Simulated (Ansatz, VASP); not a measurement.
## Mg5SiN2: VASP beside Ansatz

```
Mg Si N
1.0
     3.86287    0.00000    0.00000
     0.00000    3.86287    0.00000
     0.00000    0.00000    8.21249
Mg Si N
5 1 2
Direct
  0.00000 0.50000 0.25922
  0.50000 0.00000 0.74078
  0.50000 0.00000 0.25922
  0.00000 0.50000 0.74078
  0.50000 0.50000 0.00000
  0.00000 0.00000 0.50000
  0.00000 0.00000 0.00000
  0.50000 0.50000 0.50000
```

Change from the starting cell: species swapped into the Al5CuW2 type (P4/mmm, No. 123).

Alike in both runs: functional PBE; k mesh 3 × 3 × 2; occupations gaussian, width 0.15 eV; no spin polarisation.

Ansatz relaxed the structure, and its values are those at the end. VASP's run is a single point on that final structure, the one shown.

|  | VASP | Ansatz |
| --- | --- | --- |
| version | VASP 6.6.1 | Ansatz 0.2.0 |
| potentials or method | VASP PAW PBE potentials, release 64 (Mg, Si, N), cutoff 600 eV | scalar-relativistic, plane waves, PAW |
| valence electrons in the cell | 24 | 64 |

VASP gave:

| Quantity | Value |
| --- | --- |
| gap on the k mesh at the Fermi level (eV) | none |
| pressure (GPa) | 0.0 |
| rms of the force components (eV/Å) | 0.003 |

Question: Estimate Ansatz's values.

Answer: gap on the k mesh at the Fermi level (eV): none; pressure (GPa): 0.2; rms of the force components (eV/Å): 0.002.

A gap of «none» marks a metal or a gap that the smearing closes. With one functional, cell and mesh, what is left measures potentials, basis and numerics. VASP's potentials hold 24 valence electrons a cell and Ansatz's 64, so a difference there can come from the potentials and not from the codes.

The k mesh is coarse, so the values compare programs but aren't converged.
